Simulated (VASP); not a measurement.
Set up this calculation in VASP 6.6.1, as the native input.

- Task: single point
- Functional: LDA
- Potentials or basis: VASP PAW LDA potentials, release 64 (Fe_sv)
- Cutoff: 690 eV
- k mesh: 17 × 17 × 9
- Occupations: fermi-dirac, width 0.1 eV
- Spin: no spin polarisation
- Dipole correction: no
- Further INCAR settings: ALGO = Normal; EDIFF = 1e-06; NBANDS = 23

The structure of Fe lies in POSCAR:

```
Fe
1.0
    2.3755641191      0.0000000000      0.0000000000
   -1.1877820596      2.0572988754      0.0000000000
    0.0000000000      0.0000000000      3.7542975085
Fe
2
Direct
    0.3333333333      0.6666666667      0.2500000000
    0.6666666667      0.3333333333      0.7500000000
```

This isn't the form of Fe at room conditions, which is bcc.

The input as run:

INCAR

```
PREC = Accurate
ENCUT = 690
EDIFF = 1E-6
ISMEAR = -1
SIGMA = 0.1
LREAL = F
LASPH = T
NELM = 120
ALGO = Normal
ISIF = 2
LWAVE = F
LCHARG = F
NBANDS = 23
GGA_COMPAT = F
```

KPOINTS

```
Automatic mesh
0
Gamma
  17 17 9
```

Potentials or basis: VASP PAW LDA potentials, release 64 (Fe_sv).

Launch:

```sh
$ cat potpaw_LDA.64/Fe_sv/POTCAR > POTCAR
$ mpirun -np 1 vasp_std > vasp.out
```

It gave:

```json
{
 "Pressure": "14.1 GPa",
 "Band gap on the k mesh": "zero (bands 16 and 17 overlap by 2.22 eV)"
}
```

Caveat: the cell stands under pressure; the run has no spin polarisation, though such a crystal can be magnetic.

It took 31 s on 1 thread of Intel(R) Xeon(R) 6975P-C (Granite Rapids), on a shared host, peak memory 0.18 GiB.
